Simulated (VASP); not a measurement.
Runs of VASP 6.6.1 on Ge3N. The structure is that of space group Fm-3m (No. 225), or close to it. The cells are those of the table. The cell was built from a structure type or drawn by symmetry, and may not be a known phase.

```tsv
task	cell	k mesh	cutoff (eV)	gap on the mesh (eV)	pressure (GPa)	relaxed volume (Å³/atom)
single point	a = 4.428 Å, angles 60.0°, 4 atoms	4 × 4 × 4	520	none	-0.2	-
relaxation of cell and atoms	relaxed from a = 4.428 Å, angles 60.0°, 4 atoms	6 × 6 × 6	600	-	-0.1	15.48
relaxation of cell and atoms	relaxed from a = 4.829 Å, angles 60.0°, 4 atoms	4 × 4 × 4	600	-	-0.2	(a)
single point	a = 4.829 Å, angles 60.0°, 4 atoms	4 × 4 × 4	520	none	-12.8	-
single point	a = 4.441 Å, angles 60.0°, 4 atoms	6 × 6 × 6	520	none	-0.2	-
```

Alike in all rows: level PBE; potentials or basis VASP PAW PBE potentials, release 64 (Ge_d, N); no spin polarisation; smearing gaussian 0.1 eV.

Q: Estimate the missing entries.

A: (a) 15.35.

Caveats: some runs use coarse meshes; the highest band is partly filled, so the run has too few bands (at least some runs); the volume moved by over 15 % at a fixed basis, so the end points are rough (at least some runs).

A k mesh can miss the band edges, and the runs leave out spin-orbit coupling on Ge.

A gap of «none» marks levels without a gap at the run's occupations.
